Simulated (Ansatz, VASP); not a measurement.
# SiC: VASP beside Ansatz

INCAR

```
  ALGO = Normal
  EDIFF = 1E-7
  EDIFFG = -0.005
  ENCUT = 600
  GGA = PS
  GGA_COMPAT = False
  IBRION = 2
  ISIF = 3
  ISMEAR = -5
  IVDW = 12
  LASPH = True
  LCHARG = False
  LREAL = False
  LWAVE = False
  NELM = 120
  NELMIN = 4
  NSW = 80
  PREC = Accurate
  SIGMA = 0.05
```

Contents of KPOINTS:

```
k-points
0
Gamma
  10 10 10
```

File POSCAR:

```
SiC
1.0
    3.0399233900      0.0000000000      0.0000000000
    1.5199616950      2.6326508813      0.0000000000
    1.5199616950      0.8775502938      2.4820870542
Si C
1 1
Direct
    0.0000000000      0.0000000000      0.0000000000
    0.7500000000      0.7500000000      0.7500000000
```

input.yaml

```yaml
crystal:
  lattice:
    - [3.03992339, 0.0, 0.0]
    - [1.519961695, 2.6326508813, 0.0]
    - [1.519961695, 0.8775502938, 2.4820870542]
  atoms:
    - { symbol: Si, position: [0.0, 0.0, 0.0] }
    - { symbol: C, position: [0.75, 0.75, 0.75] }
kpoints:
  mp_grid: { grid: [10, 10, 10] }
scf:
  occupations: { method: tetrahedron }
hamiltonian:
  xc: pbesol
  dispersion: d3bj
  pseudopotentials: { kind: all_electron, lapw: { basis_error: 0.001 } }
output:
  forces: true
  stress: true
relax:
  f_tol: 0.005
  max_steps: 60
  cell: {}
```

Change from the starting cell: volume scaled by 0.96.

Alike in both runs: task relaxation of cell and atoms; functional PBEsol; dispersion D3(BJ); k mesh 10 × 10 × 10; occupations tetrahedron; no spin polarisation.

```csv
,VASP,Ansatz
version,VASP 6.6.1,Ansatz 0.2.0
potentials or method,"VASP PAW PBE potentials, release 64 (Si, C), cutoff 600 eV","all-electron LAPW, scalar-relativistic"
```

Ansatz gave:

| Item | Value |
| --- | --- |
| gap on the k mesh at the Fermi level, each at its own relaxed structure (eV) | 1.23 |
| relaxed volume (Å³/atom) | 10.16 |
| relaxed cell length with the largest relative difference (Å) | 3.063 |

Task: Estimate VASP's values.

Result: gap on the k mesh at the Fermi level, each at its own relaxed structure (eV): 1.22; relaxed volume (Å³/atom): 10.17; relaxed cell length with the largest relative difference (Å): 3.064.

VASP's potentials were made for PBE, not for PBEsol. Ansatz ran all-electron here, and VASP with PAW potentials.
